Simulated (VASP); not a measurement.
A run of VASP 6.6.1 is set up as follows.

Contents of INCAR:

```
SYSTEM = AlNi
ALGO = Normal
EDIFF = 1E-6
ENCUT = 520
GGA = PS
ISIF = 2
ISMEAR = -1
ISPIN = 2
LASPH = .True.
LCHARG = .False.
LMAXMIX = 4
LORBIT = 11
LREAL = .False.
LWAVE = .False.
MAGMOM = 1 0
NBANDS = 18
NELM = 150
PREC = Accurate
SIGMA = 0.05
```

The input KPOINTS:

```
k-points
0
Gamma
  9 9 9
  0 0 0
```

File POSCAR:

```
AlNi
1.0
    2.8810000000      0.0000000000      0.0000000000
    0.0000000000      2.8810000000      0.0000000000
    0.0000000000      0.0000000000      2.8810000000
Ni Al
1 1
Direct
    0.5000000000      0.5000000000      0.5000000000
    0.0000000000      0.0000000000      0.0000000000
```

Potentials or basis: VASP PAW PBE potentials, release 64 (Ni, Al).

Command:

```bash
$ cat potpaw_PBE.64/Ni/POTCAR potpaw_PBE.64/Al/POTCAR > POTCAR
$ mpirun -np 1 vasp_std > vasp.out
```

Problem. Estimate the net moment.

Solution. 0.00 μB per cell.

Problem. Predict the pressure.

Solution. -3.2 GPa.

Caveat: the PAW data sets were made with another functional, which shifts forces and pressure a little.
